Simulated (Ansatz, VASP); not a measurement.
**SiNi in VASP and in Ansatz**

```
Ni Si
1.0
     5.17310    0.00000    0.00000
     0.00000    3.33810    0.00000
     0.00000    0.00000    5.60490
Ni Si
4 4
Direct
  0.99221 0.75000 0.81248
  0.50779 0.25000 0.31248
  0.49221 0.75000 0.68752
  0.00779 0.25000 0.18752
  0.67872 0.25000 0.91750
  0.82128 0.75000 0.41750
  0.17872 0.25000 0.58250
  0.32128 0.75000 0.08250
```

Alike in both runs: task single point; functional PBEsol; k mesh 6 × 10 × 6; occupations gaussian, width 0.02 eV; collinear spin.

|  | VASP | Ansatz |
| --- | --- | --- |
| version | VASP 6.6.1 | Ansatz 0.2.0 |
| potentials or method | VASP PAW PBE potentials, release 64 (Ni, Si), cutoff 520 eV | scalar-relativistic, plane waves, PAW |
| valence electrons in the cell | 56 | 88 |

VASP gave:

- gap on the k mesh at the Fermi level (eV): none
- pressure (GPa): -4.0
- traceless stress, the component that is largest in VASP (GPa): 0.55
- rms of the force components (eV/Å): 0.034
- net moment per atom (μB): 0.00

Problem. Estimate Ansatz's values.

Solution. gap on the k mesh at the Fermi level (eV): none; pressure (GPa): -4.3; traceless stress, the component that is largest in VASP (GPa): 0.50; rms of the force components (eV/Å): 0.033; net moment per atom (μB): 0.00.

VASP's potentials were made for PBE, not for PBEsol. Atom by atom the forces differ by 0.006 eV/Å (rms over components). A gap of «none» marks a metal or a gap that the smearing closes. The functional is the same, so the differences come from potentials, cutoffs and numerics. VASP's potentials hold 56 valence electrons a cell and Ansatz's 88, so a difference there can come from the potentials and not from the codes. Ansatz's warnings: seeded moment not kept, stress scf threshold loose.
